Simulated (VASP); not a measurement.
Write the native input for VASP 6.6.1 that does the following.

* Task: single point
* Functional: r2SCAN
* Potentials or basis: VASP PAW PBE potentials, release 64 (Zn, S)
* Cutoff: 520 eV
* k mesh: 3 × 3 × 2
* Occupations: fermi-dirac, width 0.069 eV
* Spin: no spin polarisation
* Dipole correction: no
* Further INCAR settings: LREAL = Auto; ALGO = Normal; EDIFF = 1e-07; NBANDS = 86

The system is ZnS.

```xyz
16
Lattice="7.1792 0.0000 0.0000 -3.5896 6.2174 0.0000 0.0000 0.0000 5.8800" Properties=species:S:1:pos:R:3 pbc="T T T"
Zn   -0.0264    0.1770    0.2916
Zn    0.1401   -0.0889    2.8930
Zn   -1.7608    3.0501   -0.1126
Zn   -1.8416    2.9008    2.8140
Zn    3.2299    0.0603    0.0617
Zn    3.8128    0.1383    3.0655
Zn    1.8720    3.2617   -0.3533
Zn    1.8132    3.1276    2.8864
S    -0.0463    2.1969    1.4890
S     1.5041    0.9984    4.5969
S    -1.8589    5.0219    1.5859
S     0.0462    4.3256    4.4673
S     3.3834    1.8220    1.5793
S     5.5519    1.0466    4.4374
S     1.9330    5.1236    1.4117
S     3.7224    3.9426    4.3883
```

These files were run (other wordings do the same):

POSCAR

```
ZnS
1.0
    7.1791809626     -0.0000000001      0.0000000000
   -3.5895904813      6.2173530920      0.0000000000
    0.0000000000      0.0000000000      5.8799973210
Zn S
8 8
Direct
    0.0105591829      0.0284609861      0.0495984920
    0.0123631903     -0.0143059271      0.4920100881
    0.0000277726      0.4905719451     -0.0191551108
   -0.0232401450      0.4665570633      0.4785636534
    0.4547481460      0.0097028429      0.0105015354
    0.5422164172      0.0222467661      0.5213464960
    0.5230585941      0.5246142453     -0.0600923743
    0.5040817330      0.5030473505      0.4908815162
    0.1702263276      0.3533482766      0.2532308977
    0.2898045879      0.1605808751      0.7817787575
    0.1449311276      0.8077282930      0.2697144086
    0.3543024131      0.6957328844      0.7597457543
    0.6178119916      0.2930557382      0.2685939999
    0.8575014364      0.1683367479      0.7546610581
    0.6812903048      0.8240838061      0.2400771502
    0.8355658337      0.6341286946      0.7463178570
```

INCAR.step1

```
PREC = Accurate
ENCUT = 520
ISMEAR = -1
SIGMA = 0.069
LREAL = Auto
LASPH = True
NELM = 60
NBANDS = 86
GGA = PE
ALGO = Normal
EDIFF = 1E-4
LWAVE = True
LCHARG = False
```

INCAR.step2

```
PREC = Accurate
ENCUT = 520
EDIFF = 1E-7
ISMEAR = -1
SIGMA = 0.069
LREAL = Auto
LASPH = True
NELM = 60
ALGO = Normal
ISIF = 2
LWAVE = False
LCHARG = False
METAGGA = R2SCAN
LMIXTAU = True
NBANDS = 86
ISTART = 1
```

KPOINTS

```
Automatic mesh
0
Gamma
  3 3 2
```

Potentials or basis: VASP PAW PBE potentials, release 64 (Zn, S).

Command:

```bash
$ cat potpaw_PBE.64/Zn/POTCAR potpaw_PBE.64/S/POTCAR > POTCAR
$ cp INCAR.step1 INCAR
$ mpirun -np 1 vasp_std > vasp.out
$ cp INCAR.step2 INCAR
$ mpirun -np 1 vasp_std > vasp.out
```

It gave:

```
Pressure               : 3.6 GPa
Largest force          : 1.009 eV/Å
Band gap on the k mesh : 1.16 eV (least direct gap 1.76 eV)
```

Caveat: the k points lie up to 0.53 Å⁻¹ apart; the PAW data sets were made with another functional, which shifts forces and pressure a little.

It took 38 min on 1 thread of Intel Xeon 8259CL (shared host), peak memory 0.48 GiB.
